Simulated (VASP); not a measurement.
Crystal: VGe3.

```
CELL_PARAMETERS angstrom
3.77121 0.00000 0.00000
0.00000 3.77121 0.00000
0.00000 0.00000 3.77121
ATOMIC_POSITIONS crystal
V 0.00000 0.00000 0.00000
Ge 0.00000 0.50000 0.50000
Ge 0.50000 0.00000 0.50000
Ge 0.50000 0.50000 0.00000
```

- Program: VASP 6.6.1
- Task: relaxation of cell and atoms
- Functional: PBE
- Potentials or basis: VASP PAW PBE potentials, release 64 (V_sv, Ge_d)
- Cutoff: 600 eV
- k mesh: 4 × 4 × 4
- Occupations: gaussian, width 0.1 eV
- Spin: collinear spin, ferromagnetic start
- Starting moments: [1.61, 0.0, 0.0, 0.0] μB

At the start: pressure 31.5 GPa; volume 13.41 Å³/atom.

Problem. How do energy, volume and symmetry change on relaxing?

Solution. Over 4 steps the energy falls by 267.0 meV/atom and the volume is 16.84 Å³/atom (+25.6 %); space group Pm-3m (No. 221, to 0.05 Å); moment 2.37 μB per cell.

Step by step:
```
step  energy change (eV)  largest force (eV/Å)  pressure (GPa)  volume (Å³)
   1              0.0000                0.0000           31.55        53.63
   2             -0.2791                0.0000           -9.79        76.85
   3             -1.0228                0.0000            4.41        64.00
   4             -1.0679                0.0000            0.15        67.35
```

Final structure:
```
V Ge
1.0
     4.06852    0.00000    0.00000
     0.00000    4.06852    0.00000
     0.00000    0.00000    4.06852
V Ge
1 3
Direct
  0.00000 0.00000 0.00000
  0.00000 0.50000 0.50000
  0.50000 0.00000 0.50000
  0.50000 0.50000 0.00000
```

Caveat: the k points lie up to 0.39 Å⁻¹ apart in the final cell; the volume moved by over 15 % at a fixed basis, so the end points are rough.
